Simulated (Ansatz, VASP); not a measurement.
Two plane-wave programs on MnS

```
CELL_PARAMETERS angstrom
0.00000 2.85019 2.85019
2.85019 0.00000 2.85019
2.85019 2.85019 0.00000
ATOMIC_POSITIONS crystal
Mn 0.00000 0.00000 0.00000
S 0.75000 0.75000 0.75000
```

Alike in both runs: task single point; functional PBE; k mesh 14 × 14 × 14; occupations gaussian, width 0.1 eV; collinear spin.

|  | VASP | Ansatz |
| --- | --- | --- |
| version | VASP 6.6.1 | Ansatz 0.2.0 |
| potentials or method | VASP PAW PBE potentials, release 64 (Mn_pv, S), cutoff 520 eV | scalar-relativistic, plane waves, PAW |
| valence electrons in the cell | 19 | 21 |

Ansatz gave:

| Item | Value |
| --- | --- |
| pressure (GPa) | -1.5 |
| net moment per atom (μB) | 2.50 |
| size of the moment on the site where the two differ most (μB) | 4.25 |

What did VASP give for the same quantities?

Pressure (GPa): -1.5; net moment per atom (μB): 2.50; size of the moment on the site where the two differ most (μB): 4.39.

Site moments also hang on the region over which each program counts them. VASP's potentials hold 19 valence electrons a cell and Ansatz's 21, so a difference there can come from the potentials and not from the codes.
